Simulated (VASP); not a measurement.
Write the native input for VASP 6.6.1 that does the following.

- Task: single point
- Functional: LDA
- Potentials or basis: VASP PAW LDA potentials, release 64 (Ir, C)
- Cutoff: 520 eV
- k mesh: 12 × 12 × 1
- Occupations: gaussian, width 0.1 eV
- Spin: collinear spin
- Starting moments: [0.0, 0.0, 0.0, 2.0] μB
- Dipole correction: yes
- Further INCAR settings: ALGO = Normal; EDIFF = 1e-06; NBANDS = 28

The structure of Ir3C lies in POSCAR:

```
Ir3C
1.0
    2.6946510889      0.0000000000      0.0000000000
   -1.3473255444      2.3336362973      0.0000000000
    0.0000000000      0.0000000000     21.2769546740
Ir C
3 1
Direct
    0.6666666667      0.3333333333      0.1879968286
    0.3333333333      0.6666666667      0.2885049938
    0.0000000000      0.0000000000      0.3890103072
    0.7777777778     -0.7777777778      0.4787787928
```

One way to write it, as run:

INCAR

```
ALGO = Normal ; DIPOL = 0.5 0.5 0.336
EDIFF = 1E-6 ; ENCUT = 520
GGA = CA ; IDIPOL = 3
ISIF = 2 ; ISMEAR = 0
ISPIN = 2 ; LASPH = T
LCHARG = F ; LDIPOL = T
LMAXMIX = 4 ; LORBIT = 11
LREAL = F ; LWAVE = F
MAGMOM = 0 0 0 2 ; NBANDS = 28
NELM = 150 ; PREC = Accurate
SIGMA = 0.1
```

KPOINTS

```
k-points
0
Gamma
  12 12 1
```

Potentials or basis: VASP PAW LDA potentials, release 64 (Ir, C).

Run with:

```console
$ cat potpaw_LDA.64/Ir/POTCAR potpaw_LDA.64/C/POTCAR > POTCAR
$ mpirun -np 1 vasp_std > vasp.out
```

Results of the run:

```json
{
 "Largest force": "3.741 eV/Å",
 "Net moment": "0.00 μB per cell",
 "Valence electrons inside the program's atomic spheres": "Ir 8.27, 8.56, 8.47; C 2.00"
}
```

Run time: 4.2 min on 1 thread of Intel(R) Xeon(R) 6975P-C (Granite Rapids), on a shared host, peak memory 0.38 GiB.
